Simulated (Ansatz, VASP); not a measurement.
**Two plane-wave programs on K**

File INCAR:

```
ALGO     = Normal         # electronic algorithm
EDIFF    = 1E-7           # SCF threshold, eV
ENCUT    = 520            # plane-wave cutoff, eV
ISIF     = 2              # what is computed and relaxed
ISMEAR   = -1             # smearing method
LASPH    = True           # aspherical terms in the spheres
LCHARG   = True           # write CHGCAR
LELF     = True           # ELF
LREAL    = False          # projectors in reciprocal space
LVHAR    = True         
LWAVE    = False          # write WAVECAR
NBANDS   = 10             # bands
NELM     = 60             # most SCF steps
PREC     = Accurate       # precision mode
SIGMA    = 0.1            # smearing width, eV
```

File KPOINTS:

```
k-points
0
Gamma
  3 3 3
```

POSCAR

```
K
1.0
   -2.5241928768      2.5241928768      2.5241928768
    2.5241928768     -2.5241928768      2.5241928768
    2.5241928768      2.5241928768     -2.5241928768
K
1
Direct
    0.0000000000      0.0000000000      0.0000000000
```

Input for Ansatz:

```yaml
crystal:
  lattice:
    - [-2.5241928768, 2.5241928768, 2.5241928768]
    - [2.5241928768, -2.5241928768, 2.5241928768]
    - [2.5241928768, 2.5241928768, -2.5241928768]
  atoms:
    - { symbol: K, position: [0.0, 0.0, 0.0] }
hamiltonian:
  xc: lda
  pseudopotentials:
    kind: paw
    azcp:
      K: "pseudopotentials/K.paw.azcp"
basis:
  ecutwfc: 420
  fft_grid_basis: typed
kpoints:
  mp_grid: { grid: [3, 3, 3], shift: [0, 0, 0] }
magnetization:
  spin_polarized: false
scf:
  occupations: { method: fermi_dirac, width: 0.1 }
  lower_state_search: "off"
output:
  stress: true
```

Alike in both runs: task single point; functional LDA; k mesh 3 × 3 × 3; occupations fermi-dirac, width 0.1 eV; no spin polarisation.

|  | VASP | Ansatz |
| --- | --- | --- |
| version | VASP 6.6.1 | Ansatz 0.2.0 |
| potentials or method | VASP PAW LDA potentials, release 64 (K_sv), cutoff 520 eV | plane waves (420 eV) with PAW, scalar-relativistic |
| valence electrons in the cell | 9 | 9 |

```csv
,VASP,Ansatz,Ansatz less VASP
pressure (GPa),-0.2,-0.2,+0.02
```

Ansatz warns that its potentials were made for another functional, while VASP's fit it. LDA's correlation is that of Perdew and Zunger in VASP and of Perdew and Wang (1992) in Ansatz.

The k mesh is coarse, so the values compare programs but aren't converged.
